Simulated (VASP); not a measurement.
## SiAs4: single point with PBE

SiAs4:

```xyz
5
Lattice="3.5491 0.0000 0.0000 -1.7745 3.0736 0.0000 0.0000 0.0000 9.5482" Properties=species:S:1:pos:R:3 pbc="T T T"
Si    0.0000    0.0000    0.0000
As    0.0000    2.0491    8.0447
As    0.0000    2.0491    4.0449
As    1.7745    1.0245    1.5036
As    1.7745    1.0245    5.5034
```

The cell was built from a structure type or drawn by symmetry, and may not be a known phase.

* Program: VASP 6.6.1
* Task: single point
* Functional: PBE
* Potentials or basis: VASP PAW PBE potentials, release 64 (Si, As)
* Cutoff: 520 eV
* k mesh: 6 × 6 × 2
* Occupations: gaussian, width 0.1 eV
* Spin: no spin polarisation
* Dipole correction: no
* Further INCAR settings: ALGO = Normal; EDIFF = 1e-06; NBANDS = 20

The pressure is 0.3 GPa. The largest force is 0.080 eV/Å. The band gap on the k mesh is zero (bands 12 and 13 overlap by 1.98 eV).

Forces on the atoms (eV/Å):
```
Si   0.000  0.000  0.000
As   0.000  0.000 -0.011
As   0.000  0.000 -0.080
As   0.000  0.000  0.011
As   0.000  0.000  0.080
```

Stress tensor (GPa, compression positive):
```
0.35 0.00 0.00
0.00 0.35 0.00
0.00 0.00 0.17
```

Levels at points of the mesh, in eV from the Fermi level:
```
           k point  band 9  band 10  band 11  band 12  band 13  band 14  band 15  band 16
(0.00, 0.00, 0.00)   -0.34     0.27     0.27     0.85     0.85     2.80     2.80     2.83
(0.50, 0.00, 0.00)   -2.61    -2.34    -2.01    -1.01     0.11     0.51     1.92     2.39
(0.00, 0.00, 0.50)    0.31     0.31     0.77     0.77     1.79     1.90     2.87     2.87
(0.50, 0.00, 0.50)   -2.45    -2.25    -1.66    -0.76     0.35     0.97     1.26     3.17
```

Run time: 15 s on 1 thread of Intel(R) Xeon(R) 6975P-C (Granite Rapids) (shared host), peak memory 0.22 GiB.
